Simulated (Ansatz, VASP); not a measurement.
**One calculation of K, two programs**

File INCAR:

```
SYSTEM = K
PREC     = Accurate       ! precision mode
ENCUT    = 520            ! plane-wave cutoff, eV
EDIFF    = 1E-6           ! SCF threshold, eV
ISMEAR   = 0              ! smearing method
SIGMA    = 0.1            ! smearing width, eV
LREAL    = .FALSE.        ! projectors in reciprocal space
LASPH    = .TRUE.         ! aspherical terms in the spheres
NELM     = 60             ! most SCF steps
ALGO     = Normal         ! electronic algorithm
ISIF     = 2              ! what is computed and relaxed
LWAVE    = .FALSE.        ! write WAVECAR
LCHARG   = .TRUE.         ! write CHGCAR
GGA      = PE             ! functional
LELF     = .TRUE.         ! ELF
LVHAR    = .TRUE.       
NBANDS   = 10             ! bands
```

Contents of KPOINTS:

```
Automatic mesh
0
G
  12 12 12
  0 0 0
```

Contents of POSCAR:

```
K
1.0
   -2.5591941999      2.5591941999      2.5591941999
    2.5591941999     -2.5591941999      2.5591941999
    2.5591941999      2.5591941999     -2.5591941999
K
1
Direct
    0.0000000000      0.0000000000      0.0000000000
```

Input for Ansatz:

```yaml
crystal:
  lattice:
    - [-2.5591941999, 2.5591941999, 2.5591941999]
    - [2.5591941999, -2.5591941999, 2.5591941999]
    - [2.5591941999, 2.5591941999, -2.5591941999]
  atoms:
    - { symbol: K, position: [0.0, 0.0, 0.0] }
basis:
  ecutwfc: 420
kpoints:
  mp_grid: { grid: [12, 12, 12] }
hamiltonian:
  xc: pbe
scf:
  occupations: { method: gaussian, width: 0.1 }
output:
  forces: true
  stress: true
  eigenvalues: true
```

Alike in both runs: task single point; functional PBE; k mesh 12 × 12 × 12; occupations gaussian, width 0.1 eV; no spin polarisation.

|  | VASP | Ansatz |
| --- | --- | --- |
| version | VASP 6.6.1 | Ansatz 0.2.0 |
| potentials or method | VASP PAW PBE potentials, release 64 (K_sv), cutoff 520 eV | scalar-relativistic, plane waves, PAW |
| valence electrons in the cell | 9 | 9 |

|  | VASP | Ansatz | Ansatz less VASP |
| --- | --- | --- | --- |
| gap on the k mesh at the Fermi level (eV) | none | none | - |
| pressure (GPa) | 0.4 | 0.4 | +0.01 |

A gap of «none» marks a metal or a gap that the smearing closes.
